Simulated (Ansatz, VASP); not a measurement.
## One calculation of Ge, two programs

```
Ge
1.0
     4.02269    0.00000    0.00000
    -2.01134    3.48375    0.00000
     0.00000    0.00000   18.86852
Ge
4
Direct
  0.33333 0.66667 0.27476
  0.66667 0.33333 0.23849
  0.88889 0.11111 0.49652
  0.22222 0.77778 0.46025
```

Alike in both runs: task single point; functional PBE; dispersion D3(BJ); k mesh 9 × 9 × 1; occupations gaussian, width 0.1 eV; no spin polarisation.

|  | VASP | Ansatz |
| --- | --- | --- |
| version | VASP 6.6.1 | Ansatz 0.2.0 |
| potentials or method | VASP PAW PBE potentials, release 64 (Ge_d), cutoff 520 eV | scalar-relativistic, plane waves, PAW |
| valence electrons in the cell | 56 | 56 |

|  | VASP | Ansatz | Ansatz less VASP |
| --- | --- | --- | --- |
| gap on the k mesh at the Fermi level (eV) | 0.20 | 0.20 | 0.000 |
| least direct gap on the mesh (eV) | 0.20 | 0.20 | 0.000 |
| rms of the force components (eV/Å) | 0.147 | 0.147 | -0.0002 |

Atom by atom the forces differ by 0.001 eV/Å (rms over components).
